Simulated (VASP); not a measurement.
# Y2BiO2 in VASP: notebook

Runs on Y2BiO2. Level: PBEsol. Tasks: single point.

All numbers are computed with VASP 6.6.1; they aren't measurements. Logs are shortened: lines on timing, memory, paths and dates and some standing lists are left out, and cuts for length are marked.

## 1. The cell of the first run

The cell holds a slab with vacuum, 10 atoms: a = 3.836 Å, b = 3.836 Å, c = 26.111 Å, α = 90.00°, β = 90.00°, γ = 90.00°.

## 2. Single point, PBEsol

Input file INCAR:

```
ALGO = Normal
DIPOL = 0.5 0.5 0.483
EDIFF = 1E-7
ENCUT = 520
GGA = PS
IDIPOL = 3
ISIF = 2
ISMEAR = 0
LASPH = T
LCHARG = F
LDIPOL = T
LREAL = F
LWAVE = F
NBANDS = 60
NELM = 100
PREC = Accurate
SIGMA = 0.1
```

Input file KPOINTS:

```
k-points
0
Gamma
  9 9 1
```

Input file POSCAR:

```
Y2BiO2
1.0
    3.8355212684      0.0000000000      0.0000000000
    0.0000000000      3.8355212684      0.0000000000
    0.0000000000      0.0000000000     26.1109719487
Y O Bi
4 4 2
Direct
    0.5000000000      0.5000000000      0.2872355734
    0.0000000000      0.0000000000      0.3711398019
    0.0000000000      0.0000000000      0.5429533994
    0.5000000000      0.5000000000      0.6268576279
    0.5000000000      0.0000000000      0.3291876877
    0.0000000000      0.5000000000      0.3291876877
    0.0000000000      0.5000000000      0.5849055136
    0.5000000000      0.0000000000      0.5849055136
    0.5000000000      0.5000000000      0.4570466006
    0.0000000000      0.0000000000      0.7127644266
```

Potentials or basis: VASP PAW PBE potentials, release 64 (Y_sv, O, Bi_d).

The run is started by

```console
$ cat potpaw_PBE.64/Y_sv/POTCAR potpaw_PBE.64/O/POTCAR potpaw_PBE.64/Bi_d/POTCAR > POTCAR
$ mpirun -np 1 vasp_std > vasp.out
```

OUTCAR:

```text
EDIFF = 1E-7
   ENCUT = 520
   GGA = PS
   ISIF = 2
   ISMEAR = 0
   LASPH = T
   LREAL = F
   NELM = 100
   PREC = Accurate

 ion  position               nearest neighbor table
   1  0.500  0.500  0.287-   5 2.21   6 2.21   5 2.21   6 2.21   2 3.49   2 3.49   2 3.49   2 3.49

   2  0.000  0.000  0.371-   5 2.21   6 2.21   6 2.21   5 2.21   1 3.49   1 3.49   1 3.49   1 3.49
                             9 3.52   9 3.52   9 3.52   9 3.52
   3  0.000  0.000  0.543-   7 2.21   8 2.21   7 2.21   8 2.21   4 3.49   4 3.49   4 3.49   4 3.49
                             9 3.52   9 3.52   9 3.52   9 3.52
   4  0.500  0.500  0.627-   7 2.21   8 2.21   8 2.21   7 2.21   3 3.49   3 3.49   3 3.49   3 3.49
                            10 3.52  10 3.52  10 3.52  10 3.52
   5  0.500  0.000  0.329-   2 2.21   2 2.21   1 2.21   1 2.21
   6  0.000  0.500  0.329-   2 2.21   2 2.21   1 2.21   1 2.21
   7  0.000  0.500  0.585-   3 2.21   3 2.21   4 2.21   4 2.21
   8  0.500  0.000  0.585-   3 2.21   3 2.21   4 2.21   4 2.21
   9  0.500  0.500  0.457-   2 3.52   2 3.52   2 3.52   2 3.52   3 3.52   3 3.52   3 3.52   3 3.52

  10  0.000  0.000  0.713-   4 3.52   4 3.52   4 3.52   4 3.52

  LATTYP: Found a simple tetragonal cell.
 ALAT       =     3.8355212684
 C/A-ratio  =     6.8076723140

  Lattice vectors:

 A1 = (   3.8355212684,   0.0000000000,   0.0000000000)
 A2 = (   0.0000000000,   3.8355212684,   0.0000000000)
 A3 = (   0.0000000000,   0.0000000000,  26.1109719487)

Analysis of symmetry for initial positions (statically):
=====================================================================
 Subroutine PRICEL returns:
 Original cell was already a primitive cell.

 Routine SETGRP: Setting up the symmetry group for a
 simple tetragonal supercell.

 Subroutine GETGRP returns: Found  8 space group operations
 (whereof  8 operations were pure point group operations)
 out of a pool of 16 trial point group operations.

The static configuration has the point symmetry C_4v.

Analysis of symmetry for dynamics (positions and initial velocities):
=====================================================================
 Subroutine PRICEL returns:
 Original cell was already a primitive cell.

 Routine SETGRP: Setting up the symmetry group for a
 simple tetragonal supercell.

 Subroutine GETGRP returns: Found  8 space group operations
 (whereof  8 operations were pure point group operations)
 out of a pool of 16 trial point group operations.

The dynamic configuration has the point symmetry C_4v.

 Subroutine INISYM returns: Found  8 space group operations
 (whereof  8 operations are pure point group operations),
 and found     1 'primitive' translations

----------------------------------------------------------------------------------------

                                     Primitive cell

  volume of cell :     384.1243

  direct lattice vectors                    reciprocal lattice vectors
     3.835521268  0.000000000  0.000000000     0.260720755  0.000000000  0.000000000
     0.000000000  3.835521268  0.000000000     0.000000000  0.260720755  0.000000000
     0.000000000  0.000000000 26.110971949     0.000000000  0.000000000  0.038298076

  length of vectors
     3.835521268  3.835521268 26.110971949     0.260720755  0.260720755  0.038298076

  position of ions in fractional coordinates (direct lattice)
     0.500000000  0.500000000  0.287235573
     0.000000000  0.000000000  0.371139802
     0.000000000  0.000000000  0.542953399
     0.500000000  0.500000000  0.626857628
     0.500000000  0.000000000  0.329187688
     0.000000000  0.500000000  0.329187688
     0.000000000  0.500000000  0.584905514
     0.500000000  0.000000000  0.584905514
     0.500000000  0.500000000  0.457046601
     0.000000000  0.000000000  0.712764427

  ion indices of the primitive-cell ions
   primitive index   ion index
                 1           1
                 2           2
                 3           3
                 4           4
                 5           5
                 6           6
                 7           7
                 8           8
                 9           9
                10          10

----------------------------------------------------------------------------------------

 KPOINTS: k-points

Automatic generation of k-mesh.
 Grid dimensions read from file:
 generate k-points for:    9    9    1

 Generating k-lattice:

  Cartesian coordinates                     Fractional coordinates (reciprocal lattice)
     0.028968973  0.000000000  0.000000000     0.111111111  0.000000000  0.000000000
     0.000000000  0.028968973  0.000000000     0.000000000  0.111111111  0.000000000
     0.000000000  0.000000000  0.038298076     0.000000000  0.000000000  1.000000000

  Length of vectors
     0.028968973  0.028968973  0.038298076

  Shift w.r.t. Gamma in fractional coordinates (k-lattice)
     0.000000000  0.000000000  0.000000000

 Subroutine IBZKPT returns following result:
 ===========================================

 Found     15 irreducible k-points:

 Following reciprocal coordinates:
            Coordinates               Weight
  0.000000  0.000000  0.000000      1.000000
  0.111111  0.000000  0.000000      4.000000
  0.222222  0.000000  0.000000      4.000000
  0.333333  0.000000  0.000000      4.000000
  0.444444  0.000000  0.000000      4.000000
  0.111111  0.111111  0.000000      4.000000
  0.222222  0.111111  0.000000      8.000000
  0.333333  0.111111  0.000000      8.000000
  0.444444  0.111111  0.000000      8.000000
  0.222222  0.222222  0.000000      4.000000
  0.333333  0.222222  0.000000      8.000000
  0.444444  0.222222  0.000000      8.000000
  0.333333  0.333333  0.000000      4.000000
  0.444444  0.333333  0.000000      8.000000
  0.444444  0.444444  0.000000      4.000000
   k-points           NKPTS =     15   k-points in BZ     NKDIM =     15   number of bands    NBANDS=     60
   number of dos      NEDOS =    301   number of ions     NIONS =     10
   total plane-waves  NPLWV = 176400
   dimension x,y,z NGX =    30 NGY =   30 NGZ =  196
   dimension x,y,z NGXF=    60 NGYF=   60 NGZF=  392
   ions per type =               4   4   2
   NGX,Y,Z   is equivalent  to a cutoff of  13.00, 13.00, 12.48 a.u.
   NGXF,Y,Z  is equivalent  to a cutoff of  26.01, 26.01, 24.96 a.u.
 SYSTEM =  unknown system
   PREC   = accura    normal or accurate (medium, high low for compatibility)
   ISTART =      0    job   : 0-new  1-cont  2-samecut
   ICHARG =      2    charge: 1-file 2-atom 10-const
   ISPIN  =      1    spin polarized calculation?
   LNONCOLLINEAR =      F non collinear calculations
   LSORBIT =      F    spin-orbit coupling
   LASPH  =      T    aspherical Exc in radial PAW
   ENCUT  =  520.0 eV  38.22 Ry    6.18 a.u.   7.13  7.13 48.55*2*pi/ulx,y,z
   NELM   =    100;   NELMIN=  2; NELMDL= -5     # of ELM steps
   EDIFF  = 0.1E-06   stopping-criterion for ELM
   LREAL  =      F    real-space projection
   EDIFFG = 0.1E-05   stopping-criterion for IOM
   NSW    =      0    number of steps for IOM
   IBRION =     -1    ionic relax: 0-MD 1-quasi-New 2-CG
   NFREE  =      0    steps in history (QN), initial steepest desc. (CG)
   ISIF   =      2    stress and relaxation
   ISYM   =      2    0-nonsym 1-usesym 2-fastsym
   POTIM  = 0.5000    time-step for ionic-motion
   TEBEG  =    0.0;   TEEND  =   0.0 temperature during run
   PSTRESS=    0.0 pullay stress
   NELECT =      98.0000    total number of electrons
   NUPDOWN=      -1.0000    fix difference up-down
   EMIN   =  10.00;   EMAX   =-10.00  energy-range for DOS
   EFERMI =   0.00;   METHOD = LEGACY
   ISMEAR =     0;   SIGMA  =   0.10  broadening in eV -4-tet -1-fermi 0-gaus
   EFERMI_NEDOS =   21; number of points for ismear=-14 and -15
   IALGO  =     38    algorithm
   IMIX   =      4    mixing-type and parameters
     AMIX     =   0.40;   BMIX     =  1.00
     AMIX_MAG =   1.60;   BMIX_MAG =  1.00
  volume/ion in A,a.u.               =      38.41       259.22
  Fermi-wavevector in a.u.,A,eV,Ry     =   1.038308  1.962118 14.668220  1.078084
  Thomas-Fermi vector in A             =   2.172786
   LORBIT       =      0    0 simple, 1 ext, 2 COOP (PROOUT), +10 PAW based schemes
   GGA     = PS    functional components
   LHFCALC =     F    Hartree Fock is set to
   AEXX    =    0.0000 exact exchange contribution
   IVDW    =     0    specifies the selected vdW correction
   LEPSILON=     F    determine dielectric tensor
   LRPA    =     F    only Hartree local field effects (RPA)
 non-spin polarized calculation
 Gauss-broadening in eV      SIGMA  =   0.10
  energy-cutoff  :      520.00
  volume of cell :      384.12
 maximum number of plane-waves:     10382
 NGX is ok and might be reduce to    30
   NGX = 15   NGY = 15   NGZ = 97

 dipolmoment           0.000000      0.000000     -0.128854 electrons x Angstroem

 number of electron      98.0000015 magnetization

 dipolmoment           0.000000      0.000000      0.095130 electrons x Angstroem

 Free energy of the ion-electron system (eV)
  ---------------------------------------------------
  ext. energy  EPLUGINS =         0.00000000
  ---------------------------------------------------
  free energy    TOTEN  =       -81.81069464 eV

  energy without entropy =      -81.77657736  energy(sigma->0) =      -81.79363600

 E-fermi :   0.5844     XC(G=0):  -6.1206

 val. band max:        0.5796660597   @ k =   0.4444   0.0000   0.0000
 cond. band min:       0.5887166658   @ k =   0.2222   0.1111   0.0000
 fundamental gap:      0.0090506060
 Fermi energy:         0.5844357814

 k-point     1 :       0.0000    0.0000    0.0000
  band No.  band energies     occupation
      1     -43.0406      2.00000
      2     -42.3388      2.00000
      3     -41.7002      2.00000
      4     -41.3208      2.00000
      5     -23.7146      2.00000
      6     -23.0913      2.00000
[... 52 lines left out ...]
     59       3.9741      0.00000
     60       4.0814      0.00000

 k-point     2 :       0.1111    0.0000    0.0000
  band No.  band energies     occupation
      1     -43.0385      2.00000
      2     -42.3373      2.00000
      3     -41.6976      2.00000
      4     -41.3197      2.00000
      5     -23.7254      2.00000
      6     -23.1643      2.00000
[... 52 lines left out ...]
     59       4.1137      0.00000
     60       4.2715      0.00000

 k-point     3 :       0.2222    0.0000    0.0000
  band No.  band energies     occupation
      1     -43.0330      2.00000
      2     -42.3335      2.00000
      3     -41.6912      2.00000
      4     -41.3167      2.00000
      5     -23.7580      2.00000
      6     -23.3362      2.00000
[... 745 lines left out ...]
     59       3.6739      0.00000
     60       4.1205      0.00000

 k-point    15 :       0.4444    0.4444    0.0000
  band No.  band energies     occupation
      1     -43.0079      2.00000
      2     -42.3109      2.00000
      3     -41.6635      2.00000
      4     -41.2958      2.00000
      5     -23.9495      2.00000
      6     -23.9349      2.00000
[... 52 lines left out ...]
     59       3.5268      0.00000
     60       4.1675      0.00000

------------------------ aborting loop because EDIFF is reached ----------------------------------------

 vacuum level on the upper side and lower side of the slab       (xc-potential included)         0.423        -0.754

  FORCE on cell =-STRESS in cart. coord.  units (eV):
  Direction    XX          YY          ZZ          XY          YZ          ZX
  --------------------------------------------------------------------------------------
  -------------------------------------------------------------------------------------
  Total       -1.3320367     -1.3320367      0.6265559      0.0000000      0.0000000      0.0000000
  in kB       -5.5559069     -5.5559069      2.6133562      0.0000000      0.0000000      0.0000000
  external PRESSURE =      -2.8328192 kB  Pullay stress =       0.0000000 kB

 VOLUME and BASIS-vectors are now :
 -----------------------------------------------------------------------------
  energy-cutoff  :      520.00
  volume of cell :      384.12
      direct lattice vectors                 reciprocal lattice vectors
     3.835521268  0.000000000  0.000000000     0.260720755  0.000000000  0.000000000
     0.000000000  3.835521268  0.000000000     0.000000000  0.260720755  0.000000000
     0.000000000  0.000000000 26.110971949     0.000000000  0.000000000  0.038298076

 POSITION                                       TOTAL-FORCE (eV/Angst)
 -----------------------------------------------------------------------------------
      1.91776      1.91776      7.50000        -0.000000     -0.000000      0.879367
      0.00000      0.00000      9.69082         0.000000      0.000000      0.971208
      0.00000      0.00000     14.17704        -0.000000      0.000000      0.386840
      1.91776      1.91776     16.36786        -0.000000      0.000000     -0.066630
      1.91776      0.00000      8.59541        -0.000000      0.000000     -0.826855
      0.00000      1.91776      8.59541        -0.000000      0.000000     -0.826855
      0.00000      1.91776     15.27245        -0.000000      0.000000     -0.401378
      1.91776      0.00000     15.27245        -0.000000      0.000000     -0.401378
      1.91776      1.91776     11.93393        -0.000000      0.000000     -0.227610
      0.00000      0.00000     18.61097         0.000000      0.000000      0.513291
 -----------------------------------------------------------------------------------
    total drift:                                0.000000      0.000000      0.000897

  FREE ENERGIE OF THE ION-ELECTRON SYSTEM (eV)
  ---------------------------------------------------
  free  energy   TOTEN  =       -81.8106946449 eV

  energy  without entropy=      -81.7765773576  energy(sigma->0) =      -81.79363600

 vacuum level on the upper side and lower side of the slab         5.708         4.509
```

Run time: 17 min. Hardware: 1 thread of AMD EPYC 9R45 (Zen 5), shared host; peak memory 0.59 GiB.

What came out:

```yaml
Free_energy: -81.8107 eV
Largest_force: 0.971 eV/Å
Band_gap_on_the_k_mesh: zero (bands 49 and 50 overlap by 0.96 eV)
```

Forces on the atoms (eV/Å):
```
Y    0.000  0.000  0.879
Y    0.000  0.000  0.971
Y    0.000  0.000  0.387
Y    0.000  0.000 -0.067
O    0.000  0.000 -0.827
O    0.000  0.000 -0.827
O    0.000  0.000 -0.401
O    0.000  0.000 -0.401
Bi   0.000  0.000 -0.228
Bi   0.000  0.000  0.513
```

Caveat: the PAW data sets were made with another functional, which shifts forces and pressure a little; spin-orbit coupling is left out, which moves the levels of the heavy elements.

## 3. Single point, PBEsol

Input file INCAR:

```
SYSTEM = Y2BiO2
PREC = Accurate ; ENCUT = 520
EDIFF = 1E-6 ; ISMEAR = 1
SIGMA = 0.2 ; LREAL = .FALSE.
LASPH = .TRUE. ; NELM = 80
ALGO = Normal ; ISIF = 2
LWAVE = .FALSE. ; LCHARG = .TRUE.
LDIPOL = .TRUE. ; IDIPOL = 3
DIPOL = 0.5 0.5 0.483 ; GGA = PS
LELF = .TRUE. ; LVHAR = .TRUE.
LVACPOTAV = .TRUE. ; NBANDS = 60
```

Input file KPOINTS:

```
Automatic mesh
0
G
  9 9 1
  0 0 0
```

POSCAR is that of step 2.

Potentials or basis: VASP PAW PBE potentials, release 64 (Y_sv, O, Bi_d).

The run is started by

```console
$ cat potpaw_PBE.64/Y_sv/POTCAR potpaw_PBE.64/O/POTCAR potpaw_PBE.64/Bi_d/POTCAR > POTCAR
$ mpirun -np 1 vasp_std > vasp.out
```

Wall time 15 min (1 thread of AMD EPYC 9R45 (Zen 5), shared host); peak memory 0.59 GiB.

Results (log left out):

| Item | Value |
| --- | --- |
| Free energy | -81.8030 eV |
| Largest force | 0.967 eV/Å |
| Band gap on the k mesh | zero (bands 49 and 50 overlap by 0.94 eV) |

Forces on the atoms (eV/Å):
```
Y    0.000  0.000  0.884
Y    0.000  0.000  0.967
Y    0.000  0.000  0.397
Y    0.000  0.000 -0.066
O    0.000  0.000 -0.828
O    0.000  0.000 -0.828
O    0.000  0.000 -0.409
O    0.000  0.000 -0.409
Bi   0.000  0.000 -0.228
Bi   0.000  0.000  0.520
```

Levels at points of the mesh, in eV from the Fermi level:
| k point | band 47 | band 48 | band 49 | band 50 | band 51 | band 52 |
| --- | --- | --- | --- | --- | --- | --- |
| (0.00, 0.00, 0.00) | -0.76 | 0.72 | 0.72 | 1.81 | 1.84 | 1.84 |

Caveat: the PAW data sets were made with another functional, which shifts forces and pressure a little; spin-orbit coupling is left out, which moves the levels of the heavy elements.

The gap in the log of VASP goes by the Fermi energy; the results here count the filled bands.